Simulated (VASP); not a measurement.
A run of VASP 6.6.1 is set up as follows.

The input INCAR:

```
PREC = Accurate
ENCUT = 400
EDIFF = 1E-6
ISMEAR = 0
SIGMA = 0.02
LREAL = F
LASPH = T
NELM = 120
ALGO = Normal
ISIF = 2
LWAVE = F
LCHARG = F
LDIPOL = T
IDIPOL = 3
DIPOL = 0.5 0.5 0.500
GGA = PE
NBANDS = 22
GGA_COMPAT = F
NELMDL = -8
```

Contents of KPOINTS:

```
regular mesh
0
Gamma
  9 9 1
```

The input POSCAR:

```
As
1.0
    3.3810000000      0.0000000000      0.0000000000
   -1.6905000000      2.9280318902      0.0000000000
    0.0000000000      0.0000000000     28.0000000000
As
2
Direct
    0.3333333333      0.6666666667      0.5000000000
    0.6666666667      0.3333333333      0.5000000000
```

Potentials or basis: VASP PAW PBE potentials, release 64 (As_d).

Command:

```bash
$ cat potpaw_PBE.64/As_d/POTCAR > POTCAR
$ mpirun -np 1 vasp_std > vasp.out
```

Q: What does it give for the band gap on the k mesh?

A: Zero (bands 15 and 16 overlap by 2.40 eV).
